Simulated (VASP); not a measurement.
Here is a VASP 6.6.1 calculation.

Contents of POSCAR:

```
Eu
1.0
    0.0000000000      2.7128446292      2.7128446292
    2.7128446292      0.0000000000      2.7128446292
    2.7128446292      2.7128446292      0.0000000000
Eu
1
Direct
    0.0000000000      0.0000000000      0.0000000000
```

The input INCAR.step1:

```
SYSTEM = Eu
PREC = Accurate
ENCUT = 520
ISMEAR = -1
SIGMA = 0.1
LREAL = .FALSE.
LASPH = .TRUE.
NELM = 150
ISPIN = 2
MAGMOM = 4.9
LMAXMIX = 6
NBANDS = 18
GGA = PE
ALGO = Normal
EDIFF = 1E-4
LWAVE = .TRUE.
LCHARG = .FALSE.
```

Contents of INCAR.step2:

```
SYSTEM = Eu
PREC = Accurate
ENCUT = 520
EDIFF = 1E-6
ISMEAR = -1
SIGMA = 0.1
LREAL = .FALSE.
LASPH = .TRUE.
NELM = 150
ALGO = Normal
ISIF = 2
LWAVE = .FALSE.
LCHARG = .FALSE.
ISPIN = 2
MAGMOM = 4.9
LORBIT = 11
LMAXMIX = 6
METAGGA = R2SCAN
LMIXTAU = .TRUE.
NBANDS = 18
ISTART = 1
```

Contents of KPOINTS:

```
Automatic mesh
0
G
  7 7 7
  0 0 0
```

Potentials or basis: VASP PAW PBE potentials, release 64 (Eu).

Command:

```sh
$ cat potpaw_PBE.64/Eu/POTCAR > POTCAR
$ cp INCAR.step1 INCAR
$ mpirun -np 1 vasp_std > vasp.out
$ cp INCAR.step2 INCAR
$ mpirun -np 1 vasp_std > vasp.out
```

(1) Estimate the net moment.

(2) Estimate the pressure.

(3) What does it give for the site moments?

## Answers

(1) 7.79 μB per cell.

(2) 0.5 GPa.

(3) Eu +6.72 μB.

Caveat: the PAW data sets were made with another functional, which shifts forces and pressure a little.
